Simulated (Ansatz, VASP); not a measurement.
# Two plane-wave programs on BN

Contents of INCAR:

```
PREC = Accurate
ENCUT = 600
EDIFF = 1E-6
ISMEAR = 0
SIGMA = 0.05
LREAL = False
LASPH = True
NELM = 120
ALGO = Normal
ISIF = 2
LWAVE = False
LCHARG = False
GGA = PE
NBANDS = 11
GGA_COMPAT = False
```

File KPOINTS:

```
Automatic mesh
0
Gamma
  12 12 12
```

The input POSCAR:

```
BN
1.0
    0.0000000000      1.8123485134      1.9573363945
    1.8123485134      0.0000000000      1.9573363945
    1.8123485134      1.8123485134      0.0000000000
B N
1 1
Direct
    0.0000000000      0.0000000000      0.0000000000
    0.7500000000      0.7500000000      0.7500000000
```

Input for Ansatz:

```yaml
crystal:
  lattice:
    - [0.0, 1.8123485134, 1.9573363945]
    - [1.8123485134, 0.0, 1.9573363945]
    - [1.8123485134, 1.8123485134, 0.0]
  atoms:
    - { symbol: B, position: [0.0, 0.0, 0.0] }
    - { symbol: "N", position: [0.75, 0.75, 0.75] }
basis:
  ecutwfc: 420
kpoints:
  mp_grid: { grid: [12, 12, 12] }
hamiltonian:
  xc: pbe
scf:
  occupations: { method: gaussian, width: 0.05 }
output:
  forces: true
  stress: true
  eigenvalues: true
```

Change from the starting cell: strain +0.000 along x and y, +0.080 along z, atoms carried along.

Alike in both runs: task single point; functional PBE; k mesh 12 × 12 × 12; occupations gaussian, width 0.05 eV; no spin polarisation.

```csv
,VASP,Ansatz
version,VASP 6.6.1,Ansatz 0.2.0
potentials or method,"VASP PAW PBE potentials, release 64 (B, N), cutoff 600 eV","scalar-relativistic, plane waves, PAW"
valence electrons in the cell,8,8
```

VASP gave:

* gap on the k mesh at the Fermi level (eV): 3.72
* least direct gap on the mesh (eV): 7.97
* pressure (GPa): -24.9
* traceless stress, the component that is largest in VASP (GPa): -32.05

Question: Estimate Ansatz's values.

Answer: gap on the k mesh at the Fermi level (eV): 3.73; least direct gap on the mesh (eV): 7.97; pressure (GPa): -24.7; traceless stress, the component that is largest in VASP (GPa): -32.02.
